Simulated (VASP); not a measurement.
# GaSb in VASP: single point with PBE

Aim: the single point of GaSb with PBE.

Everything below comes from runs of VASP 6.6.1. Logs are shortened: lines on timing, memory, paths and dates and some standing lists are left out, and cuts for length are marked.

## Step 1: The cell of the first run

The cell holds a slab with vacuum, 8 atoms: a = 4.326 Å, b = 4.326 Å, c = 26.480 Å, α = 90.00°, β = 90.00°, γ = 120.00°.

## Step 2: Single point, PBE

INCAR reads:

```
PREC     = Accurate       # precision mode
ENCUT    = 520            # plane-wave cutoff, eV
EDIFF    = 1E-7           # SCF threshold, eV
ISMEAR   = -1             # smearing method
SIGMA    = 0.05           # smearing width, eV
LREAL    = F              # projectors in reciprocal space
LASPH    = T              # aspherical terms in the spheres
NELM     = 100            # most SCF steps
ALGO     = Normal         # electronic algorithm
ISIF     = 2              # what is computed and relaxed
LWAVE    = F              # write WAVECAR
LCHARG   = F              # write CHGCAR
LDIPOL   = T            
IDIPOL   = 3            
DIPOL    = 0.5 0.5 0.500
GGA      = PE             # functional
NBANDS   = 46             # bands
```

KPOINTS reads:

```
Automatic mesh
0
Gamma
  7 7 1
```

POSCAR reads:

```
GaSb
1.0
    4.3260792873      0.0000000000      0.0000000000
   -2.1630396436      3.7464945616      0.0000000000
    0.0000000000      0.0000000000     26.4797440774
Sb Ga
4 4
Direct
    0.0000000000      0.0000000000      0.2832353658
    0.3333333333      0.6666666667      0.4166289868
    0.6666666667      0.3333333333      0.5500226079
    0.0000000000      0.0000000000      0.6834162289
    0.3333333333      0.6666666667      0.3165837711
    0.6666666667      0.3333333333      0.4499773921
    0.0000000000      0.0000000000      0.5833710132
    0.3333333333      0.6666666667      0.7167646342
```

Potentials or basis: VASP PAW PBE potentials, release 64 (Sb, Ga_d).

Command:

```bash
> cat potpaw_PBE.64/Sb/POTCAR potpaw_PBE.64/Ga_d/POTCAR > POTCAR
> mpirun -np 1 vasp_std > vasp.out
```

OUTCAR:

```text
PREC = Accurate
   ENCUT = 520
   EDIFF = 1E-7
   ISMEAR = -1
   LREAL = F
   LASPH = T
   NELM = 100
   ISIF = 2
   GGA = PE

 ion  position               nearest neighbor table
   1  0.000  0.000  0.283-   5 2.65   5 2.65   5 2.65
   2  0.333  0.667  0.417-   5 2.65   6 2.65   6 2.65   6 2.65
   3  0.667  0.333  0.550-   7 2.65   6 2.65   7 2.65   7 2.65
   4  0.000  0.000  0.683-   7 2.65   8 2.65   8 2.65   8 2.65
   5  0.333  0.667  0.317-   2 2.65   1 2.65   1 2.65   1 2.65
   6  0.667  0.333  0.450-   2 2.65   2 2.65   3 2.65   2 2.65
   7  0.000  0.000  0.583-   4 2.65   3 2.65   3 2.65   3 2.65
   8  0.333  0.667  0.717-   4 2.65   4 2.65   4 2.65

  LATTYP: Found a hexagonal cell.
 ALAT       =     4.3260792873
 C/A-ratio  =     6.1209567183

  Lattice vectors:

 A1 = (   4.3260792873,   0.0000000000,   0.0000000000)
 A2 = (  -2.1630396436,   3.7464945616,   0.0000000000)
 A3 = (   0.0000000000,   0.0000000000,  26.4797440774)

Analysis of symmetry for initial positions (statically):
=====================================================================
 Subroutine PRICEL returns:
 Original cell was already a primitive cell.

 Routine SETGRP: Setting up the symmetry group for a
 hexagonal supercell.

 Subroutine GETGRP returns: Found  6 space group operations
 (whereof  6 operations were pure point group operations)
 out of a pool of 24 trial point group operations.

The static configuration has the point symmetry C_3v.

Analysis of symmetry for dynamics (positions and initial velocities):
=====================================================================
 Subroutine PRICEL returns:
 Original cell was already a primitive cell.

 Routine SETGRP: Setting up the symmetry group for a
 hexagonal supercell.

 Subroutine GETGRP returns: Found  6 space group operations
 (whereof  6 operations were pure point group operations)
 out of a pool of 24 trial point group operations.

The dynamic configuration has the point symmetry C_3v.

 Subroutine INISYM returns: Found  6 space group operations
 (whereof  6 operations are pure point group operations),
 and found     1 'primitive' translations

----------------------------------------------------------------------------------------

                                     Primitive cell

  volume of cell :     429.1740

  direct lattice vectors                    reciprocal lattice vectors
     4.326079287  0.000000000  0.000000000     0.231156189  0.133458088  0.000000000
    -2.163039644  3.746494562  0.000000000     0.000000000  0.266916176  0.000000000
     0.000000000  0.000000000 26.479744077     0.000000000  0.000000000  0.037764715

  length of vectors
     4.326079287  4.326079287 26.479744077     0.266916176  0.266916176  0.037764715

  position of ions in fractional coordinates (direct lattice)
     0.000000000  0.000000000  0.283235366
     0.333333333  0.666666667  0.416628987
     0.666666667  0.333333333  0.550022608
     0.000000000  0.000000000  0.683416229
     0.333333333  0.666666667  0.316583771
     0.666666667  0.333333333  0.449977392
     0.000000000  0.000000000  0.583371013
     0.333333333  0.666666667  0.716764634

  ion indices of the primitive-cell ions
   primitive index   ion index
                 1           1
                 2           2
                 3           3
                 4           4
                 5           5
                 6           6
                 7           7
                 8           8

----------------------------------------------------------------------------------------

 KPOINTS: Automatic mesh

Automatic generation of k-mesh.
 Grid dimensions read from file:
 generate k-points for:    7    7    1

 Generating k-lattice:

  Cartesian coordinates                     Fractional coordinates (reciprocal lattice)
     0.033022313  0.019065441  0.000000000     0.142857143  0.000000000  0.000000000
     0.000000000  0.038130882  0.000000000     0.000000000  0.142857143  0.000000000
     0.000000000  0.000000000  0.037764715     0.000000000  0.000000000  1.000000000

  Length of vectors
     0.038130882  0.038130882  0.037764715

  Shift w.r.t. Gamma in fractional coordinates (k-lattice)
     0.000000000  0.000000000  0.000000000

 Subroutine IBZKPT returns following result:
 ===========================================

 Found      8 irreducible k-points:

 Following reciprocal coordinates:
            Coordinates               Weight
  0.000000  0.000000  0.000000      1.000000
  0.142857 -0.000000  0.000000      6.000000
  0.285714  0.000000  0.000000      6.000000
  0.428571  0.000000  0.000000      6.000000
  0.142857  0.142857  0.000000      6.000000
  0.285714  0.142857  0.000000     12.000000
  0.428571  0.142857  0.000000      6.000000
  0.285714  0.285714  0.000000      6.000000
   k-points           NKPTS =      8   k-points in BZ     NKDIM =      8   number of bands    NBANDS=     46
   number of dos      NEDOS =    301   number of ions     NIONS =      8
   total plane-waves  NPLWV = 204800
   dimension x,y,z NGX =    32 NGY =   32 NGZ =  200
   dimension x,y,z NGXF=    64 NGYF=   64 NGZF=  400
   ions per type =               4   4
   NGX,Y,Z   is equivalent  to a cutoff of  12.30, 12.30, 12.56 a.u.
   NGXF,Y,Z  is equivalent  to a cutoff of  24.59, 24.59, 25.11 a.u.
 SYSTEM =  unknown system
   PREC   = accura    normal or accurate (medium, high low for compatibility)
   ISTART =      0    job   : 0-new  1-cont  2-samecut
   ICHARG =      2    charge: 1-file 2-atom 10-const
   ISPIN  =      1    spin polarized calculation?
   LNONCOLLINEAR =      F non collinear calculations
   LSORBIT =      F    spin-orbit coupling
   LASPH  =      T    aspherical Exc in radial PAW
   ENCUT  =  520.0 eV  38.22 Ry    6.18 a.u.   8.04  8.04 49.23*2*pi/ulx,y,z
   NELM   =    100;   NELMIN=  2; NELMDL= -5     # of ELM steps
   EDIFF  = 0.1E-06   stopping-criterion for ELM
   LREAL  =      F    real-space projection
   EDIFFG = 0.1E-05   stopping-criterion for IOM
   NSW    =      0    number of steps for IOM
   IBRION =     -1    ionic relax: 0-MD 1-quasi-New 2-CG
   NFREE  =      0    steps in history (QN), initial steepest desc. (CG)
   ISIF   =      2    stress and relaxation
   ISYM   =      2    0-nonsym 1-usesym 2-fastsym
   POTIM  = 0.5000    time-step for ionic-motion
   TEBEG  =    0.0;   TEEND  =   0.0 temperature during run
   PSTRESS=    0.0 pullay stress
   NELECT =      72.0000    total number of electrons
   NUPDOWN=      -1.0000    fix difference up-down
   EMIN   =  10.00;   EMAX   =-10.00  energy-range for DOS
   EFERMI =   0.00;   METHOD = LEGACY
   ISMEAR =    -1;   SIGMA  =   0.05  broadening in eV -4-tet -1-fermi 0-gaus
   EFERMI_NEDOS =   21; number of points for ismear=-14 and -15
   IALGO  =     38    algorithm
   IMIX   =      4    mixing-type and parameters
     AMIX     =   0.40;   BMIX     =  1.00
     AMIX_MAG =   1.60;   BMIX_MAG =  1.00
  volume/ion in A,a.u.               =      53.65       362.03
  Fermi-wavevector in a.u.,A,eV,Ry     =   0.902903  1.706240 11.091935  0.815234
  Thomas-Fermi vector in A             =   2.026164
   LORBIT       =      0    0 simple, 1 ext, 2 COOP (PROOUT), +10 PAW based schemes
   GGA     = PE    functional components
   LHFCALC =     F    Hartree Fock is set to
   AEXX    =    0.0000 exact exchange contribution
   IVDW    =     0    specifies the selected vdW correction
   LEPSILON=     F    determine dielectric tensor
   LRPA    =     F    only Hartree local field effects (RPA)
 non-spin polarized calculation
  energy-cutoff  :      520.00
  volume of cell :      429.17
 maximum number of plane-waves:     11590
   NGX = 17   NGY = 17   NGZ = 99

 dipolmoment           0.000000      0.000000      0.026340 electrons x Angstroem

 number of electron      72.0000006 magnetization

 dipolmoment           0.000000      0.000000     -0.131207 electrons x Angstroem

 Free energy of the ion-electron system (eV)
  ---------------------------------------------------
  ext. energy  EPLUGINS =         0.00000000
  ---------------------------------------------------
  free energy    TOTEN  =       -27.74261156 eV

  energy without entropy =      -27.68796650  energy(sigma->0) =      -27.71528903

 E-fermi :   0.4328     XC(G=0):  -5.3726

 val. band max:        0.4324988666   @ k =   0.4286   0.0000   0.0000
 cond. band min:       0.4414828744   @ k =   0.4286   0.1429   0.0000
 fundamental gap:      0.0089840078
 Fermi energy:         0.4327911624

 k-point     1 :       0.0000    0.0000    0.0000
  band No.  band energies     occupation
      1     -14.7937      2.00000
      2     -14.7768      2.00000
      3     -14.7594      2.00000
      4     -14.7594      2.00000
      5     -14.7296      2.00000
      6     -14.7296      2.00000
[... 38 lines left out ...]
     45       3.9253      0.00000
     46       4.0005      0.00000

 k-point     2 :       0.1429   -0.0000    0.0000
  band No.  band energies     occupation
      1     -14.7940      2.00000
      2     -14.7755      2.00000
      3     -14.7603      2.00000
      4     -14.7593      2.00000
      5     -14.7338      2.00000
      6     -14.7286      2.00000
[... 38 lines left out ...]
     45       4.0819      0.00000
     46       4.3270      0.00000

 k-point     3 :       0.2857    0.0000    0.0000
  band No.  band energies     occupation
      1     -14.7975      2.00000
      2     -14.7722      2.00000
      3     -14.7611      2.00000
      4     -14.7594      2.00000
      5     -14.7421      2.00000
      6     -14.7270      2.00000
[... 234 lines left out ...]
     45       4.5673      0.00000
     46       5.0318      0.00000

 k-point     8 :       0.2857    0.2857    0.0000
  band No.  band energies     occupation
      1     -14.8018      2.00000
      2     -14.7667      2.00000
      3     -14.7646      2.00000
      4     -14.7584      2.00000
      5     -14.7474      2.00000
      6     -14.7287      2.00000
[... 38 lines left out ...]
     45       5.1693      0.00000
     46       5.4522      0.00000

------------------------ aborting loop because EDIFF is reached ----------------------------------------

 vacuum level on the upper side and lower side of the slab       (xc-potential included)        -0.805         0.640

  FORCE on cell =-STRESS in cart. coord.  units (eV):
  Direction    XX          YY          ZZ          XY          YZ          ZX
  --------------------------------------------------------------------------------------
  -------------------------------------------------------------------------------------
  Total        2.8478134      2.8478134      4.5081932      0.0000000      0.0000000     -0.0000000
  in kB       10.6313582     10.6313582     16.8298304      0.0000000      0.0000000     -0.0000000
  external PRESSURE =      12.6975156 kB  Pullay stress =       0.0000000 kB

 VOLUME and BASIS-vectors are now :
 -----------------------------------------------------------------------------
  energy-cutoff  :      520.00
  volume of cell :      429.17
      direct lattice vectors                 reciprocal lattice vectors
     4.326079287  0.000000000  0.000000000     0.231156189  0.133458088  0.000000000
    -2.163039644  3.746494562  0.000000000     0.000000000  0.266916176  0.000000000
     0.000000000  0.000000000 26.479744077     0.000000000  0.000000000  0.037764715

 POSITION                                       TOTAL-FORCE (eV/Angst)
 -----------------------------------------------------------------------------------
      0.00000      0.00000      7.50000         0.000000     -0.000000     -0.352956
     -0.00000      2.49766     11.03223         0.000000     -0.000000      0.233394
      2.16304      1.24883     14.56446         0.000000     -0.000000      0.192430
      0.00000      0.00000     18.09669         0.000000     -0.000000      0.520835
     -0.00000      2.49766      8.38306         0.000000      0.000000     -0.128535
      2.16304      1.24883     11.91529         0.000000     -0.000000     -0.166801
      0.00000      0.00000     15.44752         0.000000      0.000000     -0.307026
     -0.00000      2.49766     18.97974        -0.000000     -0.000000      0.008660
 -----------------------------------------------------------------------------------
    total drift:                               -0.000007      0.000003     -0.000929

  FREE ENERGIE OF THE ION-ELECTRON SYSTEM (eV)
  ---------------------------------------------------
  free  energy   TOTEN  =       -27.7426115613 eV

  energy  without entropy=      -27.6879664971  energy(sigma->0) =      -27.71528903

 vacuum level on the upper side and lower side of the slab         4.130         5.606
```

Run time: 12 min. Hardware: 1 thread of AMD EPYC 7R43 (Zen 3), shared host; peak memory 0.5 GiB.

What came out:

* Free energy: -27.7426 eV
* Largest force: 0.521 eV/Å
* Band gap on the k mesh: zero (band 36 reaches 0.73 eV, above the bottom of band 37 at 0.43 eV)

Forces in eV/Å, atoms in the order of the input:
```
Sb   0.000  0.000 -0.353
Sb   0.000  0.000  0.233
Sb   0.000  0.000  0.192
Sb   0.000  0.000  0.521
Ga   0.000  0.000 -0.129
Ga   0.000  0.000 -0.167
Ga   0.000  0.000 -0.307
Ga   0.000  0.000  0.009
```

Caveat: spin-orbit coupling is left out, which moves the levels of the heavy elements.
